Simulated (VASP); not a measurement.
# ZnO: electric field gradients with r2SCAN

**Measured values to compare with.**

“Electronic structure of alkaline earth and post-transition metal oxides”, 2009, arxiv:0908.1581 quotes, for a bulk crystal of ZnO: band gap 3.37 eV.

The system is ZnO.

```
Zn O
1.0
     3.24931    0.00000    0.00000
    -1.62465    2.81398    0.00000
     0.00000    0.00000    5.20571
Zn O
2 2
Direct
  0.33333 0.66667 0.50000
  0.66667 0.33333 0.00000
  0.66667 0.33333 0.37901
  0.33333 0.66667 0.87901
```

* Program: VASP 6.6.1
* Task: electric field gradients
* Functional: r2SCAN
* Potentials or basis: VASP PAW PBE potentials, release 64 (Zn, O)
* Cutoff: 580 eV
* k mesh: 8 × 8 × 5
* Occupations: fermi-dirac, width 0.02 eV
* Spin: no spin polarisation
* Dipole correction: no
* Further INCAR settings: ALGO = Normal; EDIFF = 1e-08; NBANDS = 26

| Property | Result |
| --- | --- |
| Pressure | -0.4 GPa |
| Largest force | 0.065 eV/Å |
| Band gap on the k mesh | 1.23 eV |
| Largest electric field gradient by atom | Zn +0.9; O -1.9 V/Å² |

Forces on the atoms (eV/Å):
```
Zn   0.000  0.000 -0.065
Zn   0.000  0.000 -0.065
O    0.000  0.000  0.065
O    0.000  0.000  0.065
```

Stress tensor (GPa, compression positive):
```
-0.87  0.00  0.00
 0.00 -0.87  0.00
 0.00  0.00  0.65
```

Levels at points of the mesh, in eV from the valence-band top:
| k point | band 14 | band 15 | band 16 | band 17 | band 18 | band 19 | band 20 | band 21 | band 22 | band 23 |
| --- | --- | --- | --- | --- | --- | --- | --- | --- | --- | --- |
| (0.00, 0.00, 0.00) | -0.83 | -0.83 | -0.07 | 0.00 | 0.00 | 1.23 | 5.84 | 8.86 | 13.65 | 13.65 |
| (0.50, 0.00, 0.00) | -3.54 | -2.85 | -2.33 | -1.29 | -0.84 | 6.40 | 7.34 | 8.11 | 9.24 | 11.41 |

Electric field gradients, principal values (V/Å²):
| atom | least | middle | greatest (by size) |
| --- | --- | --- | --- |
| 1 Zn | -0.452 | -0.456 | 0.908 |
| 2 Zn | -0.452 | -0.456 | 0.908 |
| 3 O | 0.961 | 0.962 | -1.923 |
| 4 O | 0.961 | 0.962 | -1.923 |

Run time: 4.5 min on 1 thread of Intel(R) Xeon(R) Platinum 8488C (Sapphire Rapids) (shared host), peak memory 0.2 GiB.

Against the measured gap of ZnO, 3.37 eV (quoted in “Electronic structure of alkaline earth and post-transition metal oxides”, 2009, arxiv:0908.1581), the calculated 1.23 eV is off by -2.14 eV. So large a miss can be the level of theory's own, or it may mean another phase, state or a wrong row. The value is that of r2SCAN, without temperature or zero-point motion.

Caveat: without QUAD_EFG the Cq values of the log hold for a quadrupole moment of 1 mb, not for the nuclei; the PAW data sets were made with another functional, which shifts forces and pressure a little.
